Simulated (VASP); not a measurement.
# AlSi62 (a cell with a defect) in VASP: further runs

The runs below take AlSi62 (a cell with a defect) through single point, with LDA.

Everything below comes from runs of VASP 6.6.1. Logs are shortened: lines on timing, memory, paths and dates and some standing lists are left out, and cuts for length are marked.

### Step 1. The cell of the first run

The cell holds a defect, 63 atoms: a = 10.860 Å, b = 10.860 Å, c = 10.860 Å, α = 90.00°, β = 90.00°, γ = 90.00°.

### Step 2. Single point, LDA, collinear spin, zero start

Contents of INCAR:

```
ALGO = Normal ; EDIFF = 1E-6
ENCUT = 520 ; ISIF = 2
ISMEAR = 0 ; ISPIN = 2
LASPH = T ; LCHARG = F
LORBIT = 11 ; LREAL = Auto
LWAVE = F ; MAGMOM = 0 0 0 0 0 0 0 0 0 0 0 0 0 0 0 0 0 0 0 0 0 0 0 0 0 0 0 0 0 0 0 0 0 0 0 0 0 0 0 0 0 0 0 0 0 0 0 0 0 0 0 0 0 0 0 0 0 0 0 0 0 0 0
NBANDS = 166 ; NELECT = 249.0
NELM = 150 ; PREC = Accurate
SIGMA = 0.02
```

Contents of KPOINTS:

```
k-points
0
Gamma
  1 1 1
```

Contents of POSCAR:

```
AlSi62
1.0
   10.8600000000      0.0000000000      0.0000000000
    0.0000000000     10.8600000000      0.0000000000
    0.0000000000      0.0000000000     10.8600000000
Si Al
62 1
Direct
    0.4985181400      0.0012868324     -0.0005627993
    0.6250455801      0.1232899632      0.1260803867
    0.7493209024      0.2487004604      0.0003396869
    0.8853700737      0.3709145488      0.1147180479
    0.7512684162     -0.0025526703      0.2488484346
    0.8738688766      0.1231654696      0.3753516575
   -0.0004400552      0.0000357274      0.0005790976
    0.1250376611      0.1243940147      0.1260270718
    0.2395237569      0.2605647330      0.0030648250
    0.3756552486      0.3750778085      0.1259825967
    0.5000895948      0.5005021179      0.0006066298
    0.6287288214      0.6233197974      0.1231932781
    0.7573628913      0.7427186004     -0.0033525783
    0.8767704420      0.8713790055      0.1231815838
    0.2518042357     -0.0004003683      0.2511323204
    0.3742238490      0.1257648250      0.3770714549
    0.5003216390      0.2482319521      0.2511232044
    0.6269686924      0.3754958564      0.3734613260
    0.7573470534      0.4966314917      0.2425806630
    0.8767742173      0.6233069982      0.3710866483
    0.4999706262      0.0000541436      0.5002130755
    0.6229279006      0.1258655617      0.6260468692
    0.7492293738      0.2483584715      0.5003154696
    0.8747061694      0.3751846225      0.6248067219
    0.7491992634     -0.0001025783      0.7483475138
    0.8746324125      0.1248178637      0.8748877532
    0.1285884899      0.6143105893      0.1143536832
    0.2510139963      0.7504208103      0.0002741252
    0.3765066298      0.8747010129      0.1260210866
   -0.0004632597      0.2485200737      0.2509061694
    0.1258672192      0.3741651934      0.3743918048
    0.2512529466      0.5004955801      0.2506569061
    0.3766958564      0.6261520258      0.3751448435
    0.5025521179      0.7487346225      0.2488120626
    0.6256101289      0.8743941068      0.3745610497
    0.0005445672      0.0006464088      0.5014347145
    0.1222421731      0.1317458564      0.6315886740
    0.2485643646      0.2514639042      0.5029011971
    0.3686083794      0.3777106814      0.6313156538
    0.4994279926      0.4995660221      0.5011674954
    0.6256447514      0.6259993554      0.6238933702
    0.7514032228      0.7486475138      0.4975558932
    0.8740948435      0.8743109576      0.6239664825
    0.2485380295      0.0033454880      0.7515287293
    0.3677933702      0.1322829650      0.8780661142
    0.4968124309      0.2514850829      0.7515290055
    0.6254839779      0.3740944751      0.8741314917
    0.7501438306      0.5004197053      0.7496740331
    0.8864718232      0.6135617864      0.8730169429
    0.0034068140      0.7426673112      0.2425095764
    0.1245139963      0.8730699816      0.3735422652
   -0.0005779926      0.5006081952      0.4997379374
    0.1249273481      0.6252161142      0.6248848987
    0.2516637201      0.7507737569      0.5003285451
    0.3741155617      0.8771629834      0.6260486188
   -0.0019282689      0.2602184162      0.7599870166
    0.2402234807      0.5017412523      0.7596457643
    0.3751654696      0.6252564457      0.8748876611
    0.5000198895      0.7508064457      0.7483527624
    0.6264441989      0.8735174033      0.8755114180
   -0.0003187845      0.7498406998      0.7497441989
    0.1259703499      0.8746264273      0.8741027624
    0.0560976980      0.4429375691     -0.0534494475
```

Potentials or basis: VASP PAW LDA potentials, release 64 (Si, Al).

Launch:

```sh
> cat potpaw_LDA.64/Si/POTCAR potpaw_LDA.64/Al/POTCAR > POTCAR
> mpirun -np 1 vasp_gam > vasp.out
```

OUTCAR:

```text
EDIFF = 1E-6
   ENCUT = 520
   ISIF = 2
   ISMEAR = 0
   ISPIN = 2
   LASPH = T
   LORBIT = 11
   LREAL = Auto
   NELECT = 249.0
   NELM = 150
   PREC = Accurate

 ion  position               nearest neighbor table
   1  0.499  0.001  0.999-   2 2.35  29 2.35  60 2.38  45 2.40
   2  0.625  0.123  0.126-  17 2.35   5 2.35   1 2.35   3 2.35
   3  0.749  0.249  0.000-   4 2.34  26 2.35   2 2.35  47 2.35
   4  0.885  0.371  0.115-   3 2.34  30 2.34  19 2.39  63 2.72
   5  0.751  0.997  0.249-  35 2.35   6 2.35   2 2.35  14 2.37
   6  0.874  0.123  0.375-  23 2.35   5 2.35  36 2.35  30 2.35
[... 54 lines left out ...]
  61  1.000  0.750  0.750-  49 2.34  53 2.35  62 2.35  43 2.36
  62  0.126  0.875  0.874-  44 2.34  28 2.35  61 2.35   7 2.37
  63  0.056  0.443  0.947-   4 2.72  27 2.72  49 2.73   9 2.88  56 2.91  57 2.92

  LATTYP: Found a simple cubic cell.
 ALAT       =    10.8600000000

  Lattice vectors:

 A1 = (  10.8600000000,   0.0000000000,   0.0000000000)
 A2 = (   0.0000000000,  10.8600000000,   0.0000000000)
 A3 = (   0.0000000000,   0.0000000000,  10.8600000000)

Analysis of symmetry for initial positions (statically):
=====================================================================
 Subroutine PRICEL returns:
 Original cell was already a primitive cell.

 Routine SETGRP: Setting up the symmetry group for a
 simple cubic supercell.

 Subroutine GETGRP returns: Found  1 space group operations
 (whereof  1 operations were pure point group operations)
 out of a pool of 48 trial point group operations.

The static configuration has the point symmetry C_1 .

Analysis of symmetry for dynamics (positions and initial velocities):
=====================================================================
 Subroutine PRICEL returns:
 Original cell was already a primitive cell.

 Routine SETGRP: Setting up the symmetry group for a
 simple cubic supercell.

 Subroutine GETGRP returns: Found  1 space group operations
 (whereof  1 operations were pure point group operations)
 out of a pool of 48 trial point group operations.

The dynamic configuration has the point symmetry C_1 .

Analysis of structural, dynamic, and magnetic symmetry:
=====================================================================
 Subroutine PRICEL returns:
 Original cell was already a primitive cell.

 Routine SETGRP: Setting up the symmetry group for a
 simple cubic supercell.

 Subroutine GETGRP returns: Found  1 space group operations
 (whereof  1 operations were pure point group operations)
 out of a pool of 48 trial point group operations.

The overall configuration has the point symmetry C_1 .

 Subroutine INISYM returns: Found  1 space group operations
 (whereof  1 operations are pure point group operations),
 and found     1 'primitive' translations

----------------------------------------------------------------------------------------

                                     Primitive cell

  volume of cell :    1280.8241

  direct lattice vectors                    reciprocal lattice vectors
    10.860000000  0.000000000  0.000000000     0.092081031  0.000000000  0.000000000
     0.000000000 10.860000000  0.000000000     0.000000000  0.092081031  0.000000000
     0.000000000  0.000000000 10.860000000     0.000000000  0.000000000  0.092081031

  length of vectors
    10.860000000 10.860000000 10.860000000     0.092081031  0.092081031  0.092081031

  position of ions in fractional coordinates (direct lattice)
     0.498518140  0.001286832  0.999437201
     0.625045580  0.123289963  0.126080387
     0.749320902  0.248700460  0.000339687
     0.885370074  0.370914549  0.114718048
     0.751268416  0.997447330  0.248848435
     0.873868877  0.123165470  0.375351657
[... 163 lines left out ...]
   ISTART =      0    job   : 0-new  1-cont  2-samecut
   ICHARG =      2    charge: 1-file 2-atom 10-const
   ISPIN  =      2    spin polarized calculation?
   LNONCOLLINEAR =      F non collinear calculations
   LSORBIT =      F    spin-orbit coupling
   LASPH  =      T    aspherical Exc in radial PAW
[... 42 lines left out ...]
  ---------------------------------------------------
  free energy    TOTEN  =      -375.77793760 eV

  energy without entropy =     -375.76665382  energy(sigma->0) =     -375.77229571

 E-fermi :   5.4969     XC(G=0):  -9.5181

 val. band max:        5.4968675042   @ k =   0.0000   0.0000   0.0000
 cond. band min:       5.4969104740   @ k =   0.0000   0.0000   0.0000
 fundamental gap:      0.0000429699
 Fermi energy:         5.4968889891

 spin component 1

 k-point     1 :       0.0000    0.0000    0.0000
  band No.  band energies     occupation
      1      -6.2289      1.00000
      2      -5.2006      1.00000
      3      -5.2005      1.00000
      4      -5.1748      1.00000
      5      -5.1739      1.00000
      6      -5.1165      1.00000
[... 128 lines left out ...]
    135       6.7656      0.00000
    136       6.7841      0.00000
 Fermi energy:         5.4968889891

 spin component 2

 k-point     1 :       0.0000    0.0000    0.0000
  band No.  band energies     occupation
      1      -6.2289      1.00000
      2      -5.2006      1.00000
      3      -5.2005      1.00000
      4      -5.1748      1.00000
      5      -5.1739      1.00000
      6      -5.1165      1.00000
[... 128 lines left out ...]
    135       6.7656      0.00000
    136       6.7841      0.00000
 [bands above 136 left out]

------------------------ aborting loop because EDIFF is reached ----------------------------------------

  FORCE on cell =-STRESS in cart. coord.  units (eV):
  Direction    XX          YY          ZZ          XY          YZ          ZX
  --------------------------------------------------------------------------------------
  -------------------------------------------------------------------------------------
  Total      -35.3521454    -35.3807136    -35.2988399      5.3887994     -5.2788516      5.1991435
  in kB      -44.2218474    -44.2575832    -44.1551677      6.7408261     -6.6032929      6.5035864
  external PRESSURE =     -44.2115328 kB  Pullay stress =       0.0000000 kB

 VOLUME and BASIS-vectors are now :
 -----------------------------------------------------------------------------
  energy-cutoff  :      520.00
  volume of cell :     1280.82
      direct lattice vectors                 reciprocal lattice vectors
    10.860000000  0.000000000  0.000000000     0.092081031  0.000000000  0.000000000
     0.000000000 10.860000000  0.000000000     0.000000000  0.092081031  0.000000000
     0.000000000  0.000000000 10.860000000     0.000000000  0.000000000  0.092081031

 POSITION                                       TOTAL-FORCE (eV/Angst)
 -----------------------------------------------------------------------------------
      5.41391      0.01397     10.85389         0.007714     -0.006701      0.005180
      6.78799      1.33893      1.36923         0.002442     -0.001893      0.000724
      8.13763      2.70089      0.00369         0.002332      0.000116      0.008212
      9.61512      4.02813      1.24584         0.006820      0.001769     -0.005889
      8.15877     10.83228      2.70249         0.001033     -0.013898      0.001062
      9.49022      1.33758      4.07632        -0.000074     -0.001219     -0.001181
[... 55 lines left out ...]
      1.36804      9.49844      9.49276         0.000973     -0.001316     -0.002781
      0.60922      4.81030     10.27954         0.008313      0.003764     -0.039818
 -----------------------------------------------------------------------------------
    total drift:                                0.005870      0.004052      0.013184

  FREE ENERGIE OF THE ION-ELECTRON SYSTEM (eV)
  ---------------------------------------------------
  free  energy   TOTEN  =      -375.7779376023 eV

  energy  without entropy=     -375.7666538237  energy(sigma->0) =     -375.77229571

 total charge

# of ion       s       p       d       tot
------------------------------------------
    1        0.754   0.929   0.000   1.683
    2        0.749   0.949   0.000   1.698
    3        0.749   0.951   0.000   1.700
    4        0.768   0.893   0.000   1.661
    5        0.747   0.951   0.000   1.698
    6        0.749   0.949   0.000   1.698
[... 55 lines left out ...]
   62        0.747   0.952   0.000   1.698
   63        0.401   0.316   0.000   0.717
--------------------------------------------------
tot         46.972  58.542   0.000 105.515

 magnetization (x)

# of ion       s       p       d       tot
------------------------------------------
    1       -0.000   0.000   0.000   0.000
    2       -0.000   0.000   0.000   0.000
    3        0.000   0.000   0.000   0.000
    4        0.000   0.000   0.000   0.000
    5       -0.000   0.000   0.000   0.000
    6        0.000   0.000   0.000   0.000
[... 55 lines left out ...]
   62        0.000   0.000   0.000   0.000
   63        0.000  -0.000   0.000   0.000
--------------------------------------------------
tot          0.000   0.000   0.000   0.000
```

It took 11 min on 1 thread of Intel Xeon 8259CL, shared host; peak memory 0.89 GiB.

What came out:

- Free energy: -375.7779 eV
- Largest force: 0.041 eV/Å
- Net moment: 0.00 μB per cell
- Valence electrons inside the program's atomic spheres: Si 1.68, 1.70, 1.66, 1.65, 1.69 (each value once); Al 0.72

Forces on the atoms (eV/Å):
```
Si   0.008 -0.007  0.005
Si   0.002 -0.002  0.001
Si   0.002  0.000  0.008
Si   0.007  0.002 -0.006
Si   0.001 -0.014  0.001
Si   0.000 -0.001 -0.001
Si  -0.005  0.000  0.004
Si   0.008 -0.002 -0.002
Si   0.003 -0.003  0.001
Si   0.001 -0.009 -0.001
Si   0.000  0.006  0.001
Si   0.007 -0.008  0.000
Si   0.004 -0.004 -0.003
Si   0.005 -0.007  0.000
Si  -0.003  0.004  0.001
Si  -0.002  0.001  0.011
Si  -0.004  0.003  0.001
Si  -0.001 -0.009  0.000
Si   0.004 -0.009 -0.005
Si   0.005 -0.008 -0.007
Si   0.001  0.001  0.004
Si  -0.008 -0.001  0.003
Si  -0.003  0.001 -0.003
Si  -0.001 -0.010  0.000
Si  -0.001 -0.004  0.004
Si   0.004 -0.006 -0.004
Si   0.004 -0.001  0.002
Si   0.005  0.001  0.006
Si   0.004  0.000  0.000
Si  -0.007  0.006  0.002
Si   0.003 -0.004  0.002
Si  -0.004  0.005  0.006
Si   0.002  0.000  0.003
Si   0.013 -0.002  0.000
Si  -0.002  0.001  0.001
Si  -0.003  0.001  0.000
Si  -0.006  0.007  0.007
Si  -0.004  0.003  0.013
Si  -0.009  0.004  0.009
Si  -0.003  0.001  0.003
Si  -0.007  0.000 -0.002
Si   0.000 -0.001 -0.008
Si  -0.002  0.005 -0.003
Si  -0.006  0.010  0.010
Si  -0.001  0.001  0.004
Si  -0.011  0.004  0.010
Si   0.001 -0.001 -0.003
Si  -0.009  0.003 -0.008
Si  -0.016  0.015 -0.029
Si   0.008 -0.002 -0.003
Si   0.007  0.000  0.000
Si  -0.001  0.004  0.002
Si   0.007  0.001 -0.002
Si  -0.001  0.003 -0.003
Si  -0.001  0.006  0.003
Si  -0.010  0.004  0.009
Si  -0.010  0.012  0.013
Si   0.006 -0.003 -0.003
Si   0.005  0.001  0.003
Si   0.006 -0.007 -0.002
Si  -0.004  0.007 -0.011
Si   0.001 -0.001 -0.003
Al   0.008  0.004 -0.040
```

Caveat: the k points lie up to 0.58 Å⁻¹ apart; the cell carries a net charge on a neutralising background, which shifts energy and pressure; the cell is charged against a uniform background, so pressure and absolute levels hang on convention; no moment was typed at the start, so none could form.

[end of part 1 of 2]
